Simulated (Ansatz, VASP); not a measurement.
# One calculation of Pb, two programs

Contents of INCAR:

```
AGGAC    = 1.0          
AGGAX    = 1.0          
ALDAC    = 0.0          
ALDAX    = 1.0          
ALGO     = Normal         # electronic algorithm
EDIFF    = 1E-7           # SCF threshold, eV
ENCUT    = 520            # plane-wave cutoff, eV
GGA      = B5             # functional
ISIF     = 2              # what is computed and relaxed
ISMEAR   = -1             # smearing method
LASPH    = T              # aspherical terms in the spheres
LCHARG   = T              # write CHGCAR
LELF     = T              # ELF
LREAL    = F              # projectors in reciprocal space
LVHAR    = T            
LWAVE    = F              # write WAVECAR
NBANDS   = 13             # bands
NELM     = 60             # most SCF steps
PREC     = Accurate       # precision mode
SIGMA    = 0.1            # smearing width, eV
```

File KPOINTS:

```
k-points
0
Gamma
  12 12 12
```

File POSCAR:

```
Pb
1.0
   -1.9706660810      1.9706660810      1.9706660810
    1.9706660810     -1.9706660810      1.9706660810
    1.9706660810      1.9706660810     -1.9706660810
Pb
1
Direct
    0.0000000000      0.0000000000      0.0000000000
```

Input for Ansatz:

```yaml
crystal:
  lattice:
    - [-1.970666081, 1.970666081, 1.970666081]
    - [1.970666081, -1.970666081, 1.970666081]
    - [1.970666081, 1.970666081, -1.970666081]
  atoms:
    - { symbol: Pb, position: [0.0, 0.0, 0.0] }
hamiltonian:
  xc: blyp
  pseudopotentials:
    kind: paw
    azcp:
      Pb: "pseudopotentials/Pb.paw.azcp"
basis:
  ecutwfc: 420
  fft_grid_basis: typed
kpoints:
  mp_grid: { grid: [12, 12, 12], shift: [0, 0, 0] }
magnetization:
  spin_polarized: false
scf:
  occupations: { method: fermi_dirac, width: 0.1 }
  lower_state_search: "off"
output:
  stress: true
```

Alike in both runs: task single point; functional BLYP; k mesh 12 × 12 × 12; occupations fermi-dirac, width 0.1 eV; no spin polarisation.

|  | VASP | Ansatz |
| --- | --- | --- |
| version | VASP 6.6.1 | Ansatz 0.2.0 |
| potentials or method | VASP PAW PBE potentials, release 64 (Pb_d), cutoff 520 eV | plane waves (420 eV) with PAW, scalar-relativistic |
| valence electrons in the cell | 14 | 14 |

Ansatz gave:

| Property | Result |
| --- | --- |
| pressure (GPa) | 5.5 |

**Question.** Which values does VASP return?

**Answer.** Pressure (GPa): 5.6.

VASP's potentials were made for PBE, not for BLYP. The functional is the same, so the differences come from potentials, cutoffs and numerics.

Spin-orbit coupling is off throughout.
